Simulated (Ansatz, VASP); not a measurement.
# Cu: VASP beside Ansatz

INCAR

```
ALGO     = Fast           # electronic algorithm
EDIFF    = 1E-6           # SCF threshold, eV
ENCUT    = 520            # plane-wave cutoff, eV
GGA      = PS             # functional
ISIF     = 2              # what is computed and relaxed
ISMEAR   = 0              # smearing method
LASPH    = T              # aspherical terms in the spheres
LCHARG   = F              # write CHGCAR
LREAL    = F              # projectors in reciprocal space
LWAVE    = F              # write WAVECAR
NBANDS   = 12             # bands
NELM     = 100            # most SCF steps
PREC     = Accurate       # precision mode
SIGMA    = 0.15           # smearing width, eV
```

Contents of KPOINTS:

```
k-points
0
Gamma
  24 24 24
```

POSCAR

```
Cu
1.0
   -1.5149329860      1.5149329860      1.4448855225
    1.5149329860     -1.5149329860      1.4448855225
    1.5149329860      1.5149329860     -1.4448855225
Cu
1
Direct
    0.0000000000      0.0000000000      0.0000000000
```

Input for Ansatz:

```yaml
crystal:
  lattice:
    - [-1.514932986, 1.514932986, 1.4448855225]
    - [1.514932986, -1.514932986, 1.4448855225]
    - [1.514932986, 1.514932986, -1.4448855225]
  atoms:
    - { symbol: Cu, position: [0.0, 0.0, 0.0] }
basis:
  ecutwfc: 420
kpoints:
  mp_grid: { grid: [24, 24, 24] }
hamiltonian:
  xc: pbesol
scf:
  occupations: { method: gaussian, width: 0.15 }
output:
  forces: true
  stress: true
  eigenvalues: true
  write_density: true
  write_potential: true
  elf: true
  volumetric_format: npy
```

Change from the starting cell: strain +0.050 along x and y, +0.050 along z, atoms carried along.

Alike in both runs: task single point; functional PBEsol; k mesh 24 × 24 × 24; occupations gaussian, width 0.15 eV; no spin polarisation.

```csv
,VASP,Ansatz
version,VASP 6.6.1,Ansatz 0.2.0
potentials or method,"VASP PAW PBE potentials, release 64 (Cu), cutoff 520 eV","scalar-relativistic, plane waves, PAW"
valence electrons in the cell,11,19
```

|  | VASP | Ansatz | Ansatz less VASP |
| --- | --- | --- | --- |
| gap on the k mesh at the Fermi level (eV) | none | none | - |
| pressure (GPa) | -16.7 | -17.4 | -0.63 |
| traceless stress, the component that is largest in VASP (GPa) | -0.33 | -0.33 | -0.004 |

VASP's potentials were made for PBE, not for PBEsol. A gap of «none» marks a metal or a gap that the smearing closes. The functional is the same, so the differences come from potentials, cutoffs and numerics. VASP's potentials hold 11 valence electrons a cell and Ansatz's 19, so a difference there can come from the potentials and not from the codes.
